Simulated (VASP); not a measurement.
# MgO (I4/mmm) in VASP: a series of runs, part 2 of 2

VASP 6.6.1.

## Step 3: Single point, r2SCAN (uniaxial strain along c: -3.0 %)

File POSCAR:

```
MgO
1.0
    2.1179674593      2.1179674593      0.0000000000
   -2.1179674593      2.1179674593      0.0000000000
    0.0000000000      0.0000000000      4.0782698471
Mg O
2 2
Direct
    0.0000000000      0.0000000000      0.0000000000
    0.5000000000      0.5000000000      0.5000000000
    0.5000000000      0.5000000000      0.0000000000
    0.0000000000      0.0000000000      0.5000000000
```

File INCAR.step1:

```
SYSTEM = MgO
ALGO = Normal
EDIFF = 1E-4
ENCUT = 520
GGA = PE
ISMEAR = 0
LASPH = .True.
LCHARG = .False.
LREAL = .False.
LWAVE = .True.
NBANDS = 16
NELM = 80
PREC = Accurate
SIGMA = 0.02
```

File INCAR.step2:

```
SYSTEM = MgO
ALGO = Normal
EDIFF = 1E-6
ENCUT = 520
ISIF = 2
ISMEAR = 0
ISTART = 1
LASPH = .True.
LCHARG = .False.
LMIXTAU = .True.
LREAL = .False.
LWAVE = .False.
METAGGA = R2SCAN
NBANDS = 16
NELM = 80
PREC = Accurate
SIGMA = 0.02
```

File KPOINTS:

```
k-points
0
Gamma
  8 8 6
  0 0 0
```

Potentials or basis: VASP PAW PBE potentials, release 64 (Mg, O).

Run with:

```console
cat potpaw_PBE.64/Mg/POTCAR potpaw_PBE.64/O/POTCAR > POTCAR
cp INCAR.step1 INCAR
mpirun -np 1 vasp_std > vasp.out
cp INCAR.step2 INCAR
mpirun -np 1 vasp_std > vasp.out
```

OUTCAR:

```text
SYSTEM = MgO
   EDIFF = 1E-6
   ENCUT = 520
   ISIF = 2
   ISMEAR = 0
   ISTART = 1
   LASPH = .True.
   LREAL = .False.
   METAGGA = R2SCAN
   NELM = 80
   PREC = Accurate

 ion  position               nearest neighbor table
   1  0.000  0.000  0.000-   4 2.04   4 2.04   3 2.12   3 2.12   3 2.12   3 2.12   2 2.94   2 2.94
                             2 2.94   2 2.94   2 2.94   2 2.94   2 2.94   2 2.94
   2  0.500  0.500  0.500-   3 2.04   3 2.04   4 2.12   4 2.12   4 2.12   4 2.12   1 2.94   1 2.94
                             1 2.94   1 2.94   1 2.94   1 2.94   1 2.94   1 2.94
   3  0.500  0.500  0.000-   2 2.04   2 2.04   1 2.12   1 2.12   1 2.12   1 2.12
   4  0.000  0.000  0.500-   1 2.04   1 2.04   2 2.12   2 2.12   2 2.12   2 2.12

  LATTYP: Found a simple tetragonal cell.
 ALAT       =     2.9952583056
 C/A-ratio  =     1.3615753404

  Lattice vectors:

 A1 = (   2.1179674593,   2.1179674593,   0.0000000000)
 A2 = (  -2.1179674593,   2.1179674593,   0.0000000000)
 A3 = (   0.0000000000,   0.0000000000,   4.0782698471)

Analysis of symmetry for initial positions (statically):
=====================================================================
 Subroutine PRICEL returns following result:

  LATTYP: Found a body centered tetragonal cell.
 ALAT       =     2.9952583056
 C/A-ratio  =     1.3615753404

  Lattice vectors:

 A1 = (   0.0000000000,  -2.1179674593,  -2.0391349235)
 A2 = (   0.0000000000,   2.1179674593,  -2.0391349236)
 A3 = (   2.1179674593,   0.0000000000,   2.0391349235)

   2 primitive cells build up your supercell.

 Routine SETGRP: Setting up the symmetry group for a
 simple tetragonal supercell.

 Subroutine GETGRP returns: Found 16 space group operations
 (whereof 16 operations were pure point group operations)
 out of a pool of 16 trial point group operations.

The static configuration has the point symmetry D_4h.

Analysis of symmetry for dynamics (positions and initial velocities):
=====================================================================
 Subroutine PRICEL returns following result:

  LATTYP: Found a body centered tetragonal cell.
 ALAT       =     2.9952583056
 C/A-ratio  =     1.3615753404

  Lattice vectors:

 A1 = (   0.0000000000,  -2.1179674593,  -2.0391349235)
 A2 = (   0.0000000000,   2.1179674593,  -2.0391349236)
 A3 = (   2.1179674593,   0.0000000000,   2.0391349235)

   2 primitive cells build up your supercell.

 Routine SETGRP: Setting up the symmetry group for a
 simple tetragonal supercell.

 Subroutine GETGRP returns: Found 16 space group operations
 (whereof 16 operations were pure point group operations)
 out of a pool of 16 trial point group operations.

The dynamic configuration has the point symmetry D_4h.

 Subroutine INISYM returns: Found 16 space group operations
 (whereof 16 operations are pure point group operations),
 and found     2 'primitive' translations

----------------------------------------------------------------------------------------

                                     Primitive cell

  volume of cell :      18.2942

  direct lattice vectors                    reciprocal lattice vectors
     0.000000000 -2.117967459 -2.039134924     0.236075393 -0.236075393 -0.245202019
[... 42 lines left out ...]
            Coordinates               Weight
  0.000000  0.000000  0.000000      1.000000
  0.125000  0.000000  0.000000      4.000000
  0.250000  0.000000  0.000000      4.000000
  0.375000  0.000000  0.000000      4.000000
  0.500000  0.000000  0.000000      2.000000
  0.125000  0.125000  0.000000      4.000000
[... 16 lines left out ...]
  0.375000  0.125000  0.166667     16.000000
  0.500000  0.125000  0.166667      8.000000
 [... further k-points ...]
   k-points           NKPTS =     60   k-points in BZ     NKDIM =     60   number of bands    NBANDS=     16
   number of dos      NEDOS =    301   number of ions     NIONS =      4
   total plane-waves  NPLWV =  17280
   dimension x,y,z NGX =    24 NGY =   24 NGZ =   30
   dimension x,y,z NGXF=    48 NGYF=   48 NGZF=   60
   ions per type =               2   2
   NGX,Y,Z   is equivalent  to a cutoff of  13.32, 13.32, 12.23 a.u.
   NGXF,Y,Z  is equivalent  to a cutoff of  26.64, 26.64, 24.46 a.u.
 SYSTEM =  MgO
   PREC   = accura    normal or accurate (medium, high low for compatibility)
   ISTART =      1    job   : 0-new  1-cont  2-samecut
   ICHARG =      0    charge: 1-file 2-atom 10-const
   ISPIN  =      1    spin polarized calculation?
   LNONCOLLINEAR =      F non collinear calculations
   LSORBIT =      F    spin-orbit coupling
   LASPH  =      T    aspherical Exc in radial PAW
   ENCUT  =  520.0 eV  38.22 Ry    6.18 a.u.   5.57  5.57  7.58*2*pi/ulx,y,z
   NELM   =     80;   NELMIN=  2; NELMDL=  0     # of ELM steps
   EDIFF  = 0.1E-05   stopping-criterion for ELM
   LREAL  =      F    real-space projection
   EDIFFG = 0.1E-04   stopping-criterion for IOM
   NSW    =      0    number of steps for IOM
   IBRION =     -1    ionic relax: 0-MD 1-quasi-New 2-CG
   NFREE  =      0    steps in history (QN), initial steepest desc. (CG)
   ISIF   =      2    stress and relaxation
   ISYM   =      2    0-nonsym 1-usesym 2-fastsym
   POTIM  = 0.5000    time-step for ionic-motion
   TEBEG  =    0.0;   TEEND  =   0.0 temperature during run
   PSTRESS=    0.0 pullay stress
   NELECT =      16.0000    total number of electrons
   NUPDOWN=      -1.0000    fix difference up-down
   EMIN   =  10.00;   EMAX   =-10.00  energy-range for DOS
   EFERMI =   0.00;   METHOD = LEGACY
   ISMEAR =     0;   SIGMA  =   0.02  broadening in eV -4-tet -1-fermi 0-gaus
   EFERMI_NEDOS =   21; number of points for ismear=-14 and -15
   IALGO  =     38    algorithm
   IMIX   =      4    mixing-type and parameters
     AMIX     =   0.40;   BMIX     =  1.00
     AMIX_MAG =   1.60;   BMIX_MAG =  1.00
  volume/ion in A,a.u.               =       9.15        61.73
  Fermi-wavevector in a.u.,A,eV,Ry     =   1.242606  2.348184 21.008331  1.544069
  Thomas-Fermi vector in A             =   2.376953
   LORBIT       =      0    0 simple, 1 ext, 2 COOP (PROOUT), +10 PAW based schemes
   METAGGA = R2SCAN    functional components
   LHFCALC =     F    Hartree Fock is set to
   AEXX    =    0.0000 exact exchange contribution
   IVDW    =     0    specifies the selected vdW correction
   LEPSILON=     F    determine dielectric tensor
   LRPA    =     F    only Hartree local field effects (RPA)
 non-spin polarized calculation
 Gauss-broadening in eV      SIGMA  =   0.02
  energy-cutoff  :      520.00
  volume of cell :       36.59
 maximum number of plane-waves:      1003
 NGX is ok and might be reduce to    24
   NGX = 11   NGY = 11   NGZ = 15

 number of electron      15.9999989 magnetization

 Free energy of the ion-electron system (eV)
  ---------------------------------------------------
  ext. energy  EPLUGINS =         0.00000000
  ---------------------------------------------------
  free energy    TOTEN  =       -32.29418767 eV

  energy without entropy =      -32.29418767  energy(sigma->0) =      -32.29418767

 E-fermi :   3.0528     XC(G=0): -11.7013

 val. band max:        2.9568945504   @ k =   0.0000   0.0000   0.0000
 cond. band min:       8.7356022869   @ k =   0.0000   0.0000   0.0000
 fundamental gap:      5.7787077365
 Fermi energy:         3.0527709297

 k-point     1 :       0.0000    0.0000    0.0000
  band No.  band energies     occupation
      1     -15.3820      2.00000
      2     -13.7586      2.00000
      3      -1.1601      2.00000
      4       1.4116      2.00000
      5       1.4116      2.00000
      6       2.8687      2.00000
[... 433 lines left out ...]
      3      -0.9214      2.00000
      4      -0.9214      2.00000
      5       1.2550      2.00000
      6       1.2550      2.00000
[... 8 lines left out ...]
     15      21.3209      0.00000
     16      21.3209      0.00000

 [... further k-points ...]

------------------------ aborting loop because EDIFF is reached ----------------------------------------

  FORCE on cell =-STRESS in cart. coord.  units (eV):
  Direction    XX          YY          ZZ          XY          YZ          ZX
  --------------------------------------------------------------------------------------
  -------------------------------------------------------------------------------------
  Total       -0.2581800     -0.2581800      1.9379726      0.0000000     -0.0000000      0.0000000
  in kB      -11.3054716    -11.3054716     84.8620830      0.0000000     -0.0000000      0.0000000
  external PRESSURE =      20.7503800 kB  Pullay stress =       0.0000000 kB

 VOLUME and BASIS-vectors are now :
 -----------------------------------------------------------------------------
  energy-cutoff  :      520.00
  volume of cell :       36.59
      direct lattice vectors                 reciprocal lattice vectors
     2.117967459  2.117967459  0.000000000     0.236075393  0.236075393  0.000000000
    -2.117967459  2.117967459  0.000000000    -0.236075393  0.236075393  0.000000000
     0.000000000  0.000000000  4.078269847     0.000000000  0.000000000  0.245202019

 POSITION                                       TOTAL-FORCE (eV/Angst)
 -----------------------------------------------------------------------------------
      0.00000      0.00000      0.00000         0.000000      0.000000     -0.000000
      0.00000      2.11797      2.03913         0.000000      0.000000     -0.000000
      0.00000      2.11797      0.00000         0.000000      0.000000      0.000000
      0.00000      0.00000      2.03913        -0.000000     -0.000000     -0.000000
 -----------------------------------------------------------------------------------
    total drift:                                0.000000     -0.000000     -0.000000

  FREE ENERGIE OF THE ION-ELECTRON SYSTEM (eV)
  ---------------------------------------------------
  free  energy   TOTEN  =       -32.2941876734 eV

  energy  without entropy=      -32.2941876734  energy(sigma->0) =      -32.29418767
```

It took 2.9 min on 1 thread of Intel Xeon 8259CL, shared host; peak memory 0.17 GiB.

What came out:

```yaml
Free_energy: -32.2942 eV
Pressure: 2.1 GPa
Band_gap_on_the_k_mesh: 5.78 eV
```

Levels at points of the mesh, in eV from the valence-band top:
| k point | band 6 | band 7 | band 8 | band 9 | band 10 | band 11 |
| --- | --- | --- | --- | --- | --- | --- |
| (0.00, 0.00, 0.00) | -0.09 | 0.00 | 0.00 | 5.78 | 9.76 | 11.25 |
| (0.50, 0.00, 0.00) | -2.08 | -0.77 | -0.77 | 10.57 | 10.57 | 13.17 |
| (0.50, 0.50, 0.00) | -1.49 | -1.26 | -1.26 | 10.19 | 10.19 | 11.30 |
| (0.00, 0.00, 0.50) | -0.85 | -0.85 | -0.85 | 9.19 | 9.19 | 12.01 |
| (0.50, 0.00, 0.50) | -0.77 | -0.69 | -0.69 | 8.90 | 8.90 | 14.02 |
| (0.50, 0.50, 0.50) | -3.02 | -1.97 | -1.97 | 12.85 | 12.85 | 12.85 |

Caveat: the cell differs from its parent crystal (uniaxial strain along c: -3.0 %); the PAW data sets were made with another functional, which shifts forces and pressure a little.
